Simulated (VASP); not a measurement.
# PbS (R-3m) in VASP: a series of runs

The runs below take PbS through electric field gradients, with LDA.

Everything below comes from runs of VASP 6.6.1. Logs are shortened: lines on timing, memory, paths and dates and some standing lists are left out, and cuts for length are marked.

### 1 The cell of the first run

It takes space group R-3m (No. 166, trigonal). Conventional cell: a = 4.214 Å, b = 4.214 Å, c = 10.168 Å, α = 90.00°, β = 90.00°, γ = 120.00°. Pb (site symmetry -3m) has 6 S at 2.97 Å within 3.9 Å. Within 3.9 Å of S (site symmetry -3m) lie 6 Pb at 2.97 Å.

### 2 Electric field gradients, LDA (equal xy, yz and zx shear strains of -1 %)

File INCAR:

```
SYSTEM = PbS
  PREC = Accurate
  ENCUT = 520
  EDIFF = 1E-8
  ISMEAR = -1
  SIGMA = 0.01
  LREAL = .False.
  LASPH = .True.
  NELM = 80
  ALGO = Normal
  ISIF = 2
  LWAVE = .False.
  LCHARG = .False.
  LEFG = .True.
  NBANDS = 17
```

File KPOINTS:

```
Automatic mesh
0
Gamma
  8 8 8
  0 0 0
```

File POSCAR:

```
PbS
1.0
   -0.0296500000      2.9501750000      2.9501750000
    2.9501750000     -0.0296500000      2.9501750000
    2.9501750000      2.9501750000     -0.0296500000
Pb S
1 1
Direct
    0.0000000000      0.0000000000      0.0000000000
    0.5000000000      0.5000000000      0.5000000000
```

Potentials or basis: VASP PAW LDA potentials, release 64 (Pb_d, S).

Started as:

```console
$ cat potpaw_LDA.64/Pb_d/POTCAR potpaw_LDA.64/S/POTCAR > POTCAR
$ mpirun -np 1 vasp_std > vasp.out
```

OUTCAR:

```text
SYSTEM = PbS
   PREC = Accurate
   ENCUT = 520
   EDIFF = 1E-8
   ISMEAR = -1
   LREAL = .False.
   LASPH = .True.
   NELM = 80
   ISIF = 2

 ion  position               nearest neighbor table
   1  0.000  0.000  0.000-   2 2.97   2 2.97   2 2.97   2 2.97   2 2.97   2 2.97
   2  0.500  0.500  0.500-   1 2.97   1 2.97   1 2.97   1 2.97   1 2.97   1 2.97

  LATTYP: Found a trigonal (rhomboedric) cell.
 ALAT       =     4.1722828504
 COS(alpha) =     0.4899250057

  Lattice vectors:

 A1 = (  -0.0296500000,   2.9501750000,   2.9501750000)
 A2 = (   2.9501750000,  -0.0296500000,   2.9501750000)
 A3 = (   2.9501750000,   2.9501750000,  -0.0296500000)

Analysis of symmetry for initial positions (statically):
=====================================================================
 Subroutine PRICEL returns:
 Original cell was already a primitive cell.

 Routine SETGRP: Setting up the symmetry group for a
 trigonal (rhombohedral) supercell.

 Subroutine GETGRP returns: Found 12 space group operations
 (whereof 12 operations were pure point group operations)
 out of a pool of 12 trial point group operations.

The static configuration has the point symmetry D_3d.

Analysis of symmetry for dynamics (positions and initial velocities):
=====================================================================
 Subroutine PRICEL returns:
 Original cell was already a primitive cell.

 Routine SETGRP: Setting up the symmetry group for a
 trigonal (rhombohedral) supercell.

 Subroutine GETGRP returns: Found 12 space group operations
 (whereof 12 operations were pure point group operations)
 out of a pool of 12 trial point group operations.

The dynamic configuration has the point symmetry D_3d.

 Subroutine INISYM returns: Found 12 space group operations
 (whereof 12 operations are pure point group operations),
 and found     1 'primitive' translations

----------------------------------------------------------------------------------------

                                     Primitive cell

  volume of cell :      52.1280

  direct lattice vectors                    reciprocal lattice vectors
    -0.029650000  2.950175000  2.950175000    -0.166947639  0.168642539  0.168642539
     2.950175000 -0.029650000  2.950175000     0.168642539 -0.166947639  0.168642539
     2.950175000  2.950175000 -0.029650000     0.168642539  0.168642539 -0.166947639

  length of vectors
     4.172282850  4.172282850  4.172282850     0.291122183  0.291122183  0.291122183

  position of ions in fractional coordinates (direct lattice)
     0.000000000  0.000000000  0.000000000
     0.500000000  0.500000000  0.500000000

  ion indices of the primitive-cell ions
   primitive index   ion index
                 1           1
                 2           2

----------------------------------------------------------------------------------------

 KPOINTS: Automatic mesh

Automatic generation of k-mesh.
 Grid dimensions read from file:
 generate k-points for:    8    8    8

 Generating k-lattice:

  Cartesian coordinates                     Fractional coordinates (reciprocal lattice)
    -0.020868455  0.021080317  0.021080317     0.125000000  0.000000000 -0.000000000
     0.021080317 -0.020868455  0.021080317     0.000000000  0.125000000 -0.000000000
     0.021080317  0.021080317 -0.020868455     0.000000000  0.000000000  0.125000000

  Length of vectors
     0.036390273  0.036390273  0.036390273

  Shift w.r.t. Gamma in fractional coordinates (k-lattice)
     0.000000000  0.000000000  0.000000000

 Subroutine IBZKPT returns following result:
 ===========================================

 Found     65 irreducible k-points:

 Following reciprocal coordinates:
            Coordinates               Weight
  0.000000  0.000000  0.000000      1.000000
  0.125000 -0.000000 -0.000000      6.000000
  0.250000 -0.000000 -0.000000      6.000000
  0.375000  0.000000  0.000000      6.000000
  0.500000 -0.000000 -0.000000      3.000000
  0.125000  0.125000  0.000000      6.000000
[... 16 lines left out ...]
  0.250000  0.125000  0.125000      6.000000
  0.375000  0.125000  0.125000      6.000000
 [... further k-points ...]
   k-points           NKPTS =     65   k-points in BZ     NKDIM =     65   number of bands    NBANDS=     17
   number of dos      NEDOS =    301   number of ions     NIONS =      2
   total plane-waves  NPLWV =  32768
   dimension x,y,z NGX =    32 NGY =   32 NGZ =   32
   dimension x,y,z NGXF=    64 NGYF=   64 NGZF=   64
   ions per type =               1   1
   NGX,Y,Z   is equivalent  to a cutoff of  12.75, 12.75, 12.75 a.u.
   NGXF,Y,Z  is equivalent  to a cutoff of  25.50, 25.50, 25.50 a.u.
 SYSTEM =  PbS
   PREC   = accura    normal or accurate (medium, high low for compatibility)
   ISTART =      0    job   : 0-new  1-cont  2-samecut
   ICHARG =      2    charge: 1-file 2-atom 10-const
   ISPIN  =      1    spin polarized calculation?
   LNONCOLLINEAR =      F non collinear calculations
   LSORBIT =      F    spin-orbit coupling
   LASPH  =      T    aspherical Exc in radial PAW
   ENCUT  =  520.0 eV  38.22 Ry    6.18 a.u.   7.76  7.76  7.76*2*pi/ulx,y,z
   NELM   =     80;   NELMIN=  2; NELMDL= -5     # of ELM steps
   EDIFF  = 0.1E-07   stopping-criterion for ELM
   LREAL  =      F    real-space projection
   EDIFFG = 0.1E-06   stopping-criterion for IOM
   NSW    =      0    number of steps for IOM
   IBRION =     -1    ionic relax: 0-MD 1-quasi-New 2-CG
   NFREE  =      0    steps in history (QN), initial steepest desc. (CG)
   ISIF   =      2    stress and relaxation
   ISYM   =      2    0-nonsym 1-usesym 2-fastsym
   POTIM  = 0.5000    time-step for ionic-motion
   TEBEG  =    0.0;   TEEND  =   0.0 temperature during run
   PSTRESS=    0.0 pullay stress
   NELECT =      20.0000    total number of electrons
   NUPDOWN=      -1.0000    fix difference up-down
   EMIN   =  10.00;   EMAX   =-10.00  energy-range for DOS
   EFERMI =   0.00;   METHOD = LEGACY
   ISMEAR =    -1;   SIGMA  =   0.01  broadening in eV -4-tet -1-fermi 0-gaus
   EFERMI_NEDOS =   21; number of points for ismear=-14 and -15
   IALGO  =     38    algorithm
   IMIX   =      4    mixing-type and parameters
     AMIX     =   0.40;   BMIX     =  1.00
     AMIX_MAG =   1.60;   BMIX_MAG =  1.00
  volume/ion in A,a.u.               =      26.06       175.89
  Fermi-wavevector in a.u.,A,eV,Ry     =   1.189582  2.247984 19.253675  1.415105
  Thomas-Fermi vector in A             =   2.325686
   LORBIT       =      0    0 simple, 1 ext, 2 COOP (PROOUT), +10 PAW based schemes
   GGA     = CA    functional components
   LHFCALC =     F    Hartree Fock is set to
   AEXX    =    0.0000 exact exchange contribution
   IVDW    =     0    specifies the selected vdW correction
   LEPSILON=     F    determine dielectric tensor
   LRPA    =     F    only Hartree local field effects (RPA)
 non-spin polarized calculation
  energy-cutoff  :      520.00
  volume of cell :       52.13
 maximum number of plane-waves:      1417
   NGX = 15   NGY = 15   NGZ = 15

 number of electron      19.9999999 magnetization

 Free energy of the ion-electron system (eV)
  ---------------------------------------------------
  ext. energy  EPLUGINS =         0.00000000
  ---------------------------------------------------
  free energy    TOTEN  =        -9.98178105 eV

  energy without entropy =       -9.98177708  energy(sigma->0) =       -9.98177907

 E-fermi :   5.6882     XC(G=0): -10.0330

 val. band max:        5.6289330918   @ k =   0.5000  -0.0000  -0.0000
 cond. band min:       5.7365003598   @ k =   0.5000   0.5000   0.5000
 fundamental gap:      0.1075672680
 Fermi energy:         5.6882361677

 k-point     1 :       0.0000    0.0000    0.0000
  band No.  band energies     occupation
      1     -11.1711      2.00000
      2     -11.1711      2.00000
      3     -11.1708      2.00000
      4     -11.1598      2.00000
      5     -11.1598      2.00000
      6      -7.9706      2.00000
[... 9 lines left out ...]
     16      12.3861      0.00000
     17      14.0447      0.00000
[... 441 lines left out ...]
 k-point    24 :       0.3750    0.1250    0.1250
  band No.  band energies     occupation
      1     -11.1845      2.00000
      2     -11.1841      2.00000
      3     -11.1658      2.00000
      4     -11.1435      2.00000
      5     -11.1355      2.00000
      6      -7.1777      2.00000
[... 9 lines left out ...]
     16      15.2340      0.00000
     17      16.3386      0.00000

 [... further k-points ...]

------------------------ aborting loop because EDIFF is reached ----------------------------------------

  FORCE on cell =-STRESS in cart. coord.  units (eV):
  Direction    XX          YY          ZZ          XY          YZ          ZX
  --------------------------------------------------------------------------------------
  -------------------------------------------------------------------------------------
  Total       -0.8122902     -0.8122902     -0.8122902      0.0675689      0.0675689      0.0675689
  in kB      -24.9660818    -24.9660818    -24.9660818      2.0767590      2.0767590      2.0767590
  external PRESSURE =     -24.9660818 kB  Pullay stress =       0.0000000 kB

 VOLUME and BASIS-vectors are now :
 -----------------------------------------------------------------------------
  energy-cutoff  :      520.00
  volume of cell :       52.13
      direct lattice vectors                 reciprocal lattice vectors
    -0.029650000  2.950175000  2.950175000    -0.166947639  0.168642539  0.168642539
     2.950175000 -0.029650000  2.950175000     0.168642539 -0.166947639  0.168642539
     2.950175000  2.950175000 -0.029650000     0.168642539  0.168642539 -0.166947639

 POSITION                                       TOTAL-FORCE (eV/Angst)
 -----------------------------------------------------------------------------------
      0.00000      0.00000      0.00000        -0.000000     -0.000000      0.000000
      2.93535      2.93535      2.93535         0.000000      0.000000     -0.000000
 -----------------------------------------------------------------------------------
    total drift:                                0.000000     -0.000000     -0.000000

  FREE ENERGIE OF THE ION-ELECTRON SYSTEM (eV)
  ---------------------------------------------------
  free  energy   TOTEN  =        -9.9817810499 eV

  energy  without entropy=       -9.9817770846  energy(sigma->0) =       -9.98177907

 Electric field gradients (V/A^2)
---------------------------------------------------------------------
 ion       V_xx      V_yy      V_zz      V_xy      V_xz      V_yz
---------------------------------------------------------------------
   1      -0.000     0.000    -0.000     1.162     1.162     1.162
   2      -0.000     0.000    -0.000    -1.483    -1.483    -1.483
---------------------------------------------------------------------

 Electric field gradients after diagonalization (V/A^2)
 (convention: |V_zz| > |V_xx| > |V_yy|)
----------------------------------------------------------------------
 ion       V_xx      V_yy      V_zz     asymmetry (V_yy - V_xx)/ V_zz
----------------------------------------------------------------------
   1      -1.162    -1.162     2.325       0.000
   2       1.483     1.483    -2.966       0.000
----------------------------------------------------------------------

           NMR quadrupolar parameters

 Cq : quadrupolar parameter    Cq=e*Q*V_zz/h
 eta: asymmetry parameters     (V_yy - V_xx)/ V_zz
 Q  : nuclear electric quadrupole moment in mb (millibarn)
----------------------------------------------------------------------
 ion       Cq(MHz)       eta       Q (mb)
----------------------------------------------------------------------
   1       0.006       0.000       1.000
   2      -0.007       0.000       1.000
----------------------------------------------------------------------
```

Run time: 42 s. Hardware: 1 thread of Intel Xeon 8259CL, shared host; peak memory 0.19 GiB.

Results:

```
Free energy                             : -9.9818 eV
Pressure                                : -2.5 GPa
Band gap on the k mesh                  : 0.11 eV (least direct gap 0.19 eV)
Largest electric field gradient by atom : Pb +2.3; S -3.0 V/Å²
```

Levels at points of the mesh, in eV from the valence-band top:
| k point | band 6 | band 7 | band 8 | band 9 | band 10 | band 11 | band 12 | band 13 | band 14 | band 15 |
| --- | --- | --- | --- | --- | --- | --- | --- | --- | --- | --- |
| (0.00, 0.00, 0.00) | -13.60 | -6.10 | -2.22 | -2.22 | -2.11 | 5.04 | 5.05 | 5.05 | 6.55 | 6.55 |
| (0.50, 0.00, 0.00) | -12.31 | -8.97 | -1.79 | -1.75 | 0.00 | 0.21 | 1.81 | 1.87 | 8.45 | 9.93 |
| (0.50, 0.50, 0.00) | -11.87 | -7.30 | -5.29 | -3.54 | -3.44 | 3.70 | 5.39 | 5.54 | 5.59 | 11.16 |
| (0.50, 0.50, 0.50) | -12.29 | -8.90 | -1.82 | -1.82 | -0.08 | 0.11 | 1.72 | 1.72 | 8.47 | 10.12 |

Electric field gradients, principal values (V/Å²):
| atom | least | middle | greatest (by size) |
| --- | --- | --- | --- |
| 1 Pb | -1.162 | -1.162 | 2.325 |
| 2 S | 1.483 | 1.483 | -2.966 |

Caveat: the cell differs from its parent crystal (equal xy, yz and zx shear strains of -1 %); without QUAD_EFG the Cq values of the log hold for a quadrupole moment of 1 mb, not for the nuclei; spin-orbit coupling is left out, which moves the levels of the heavy elements.

[end of part 1 of 3]
